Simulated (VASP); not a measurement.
Wanted: the native input for a VASP 6.6.1 run.

```yaml
Task: relaxation of cell and atoms
Functional: PBE
Potentials_or_basis: VASP PAW PBE potentials, release 64 (Na_sv, F)
Cutoff: 970 eV
k_mesh: 10 × 10 × 10
Occupations: fermi-dirac, width 0.02 eV
Spin: no spin polarisation
Dipole_correction: no
Mended: yes
Further_INCAR_settings: ALGO = Normal; EDIFF = 1e-07; IBRION = 2; EDIFFG = -0.005; NSW = 80; ISIF = 3
```

The structure of NaF lies in POSCAR:

```
NaF
1.0
    0.0000000000      2.0923850000      2.0923850000
    2.0923850000      0.0000000000      2.0923850000
    2.0923850000      2.0923850000      0.0000000000
Na F
1 1
Direct
    0.0000000000      0.0000000000      0.0000000000
    0.5000000000      0.5000000000      0.5000000000
```

The input as run:

INCAR

```
SYSTEM = NaF
  PREC = Accurate
  ENCUT = 970
  EDIFF = 1E-7
  ISMEAR = -1
  SIGMA = 0.02
  LREAL = .False.
  LASPH = .True.
  NELM = 120
  ALGO = Normal
  ISIF = 3
  LWAVE = .False.
  LCHARG = .False.
  GGA = PE
  IBRION = 2
  NSW = 80
  EDIFFG = -0.005
  GGA_COMPAT = .False.
  NELMIN = 4
```

KPOINTS

```
Automatic mesh
0
Gamma
  10 10 10
  0 0 0
```

Potentials or basis: VASP PAW PBE potentials, release 64 (Na_sv, F).

The run is started by

```console
$ cat potpaw_PBE.64/Na_sv/POTCAR potpaw_PBE.64/F/POTCAR > POTCAR
$ mpirun -np 1 vasp_std > vasp.out
```

It gave:

| Item | Value |
| --- | --- |
| Relaxed volume | 12.96 Å³/atom |
| Relaxed cell | a = 3.322 Å, b = 3.322 Å, c = 3.322 Å, α = 60.00°, β = 60.00°, γ = 60.00° |
| Space group after relaxing (to 0.1 Å) | Fm-3m (No. 225) |
| Energy gained by relaxing | 295.3 meV/atom |
| Ionic steps | 5 |
| Pressure after relaxing | -0.1 GPa |
| Band gap on the k mesh | 6.09 eV |

Caveat: the volume moved by over 15 % at a fixed basis, so the end points are rough.

It took 53 s on 1 thread of Intel(R) Xeon(R) Platinum 8559C (Emerald Rapids), on a shared host, peak memory 0.17 GiB.
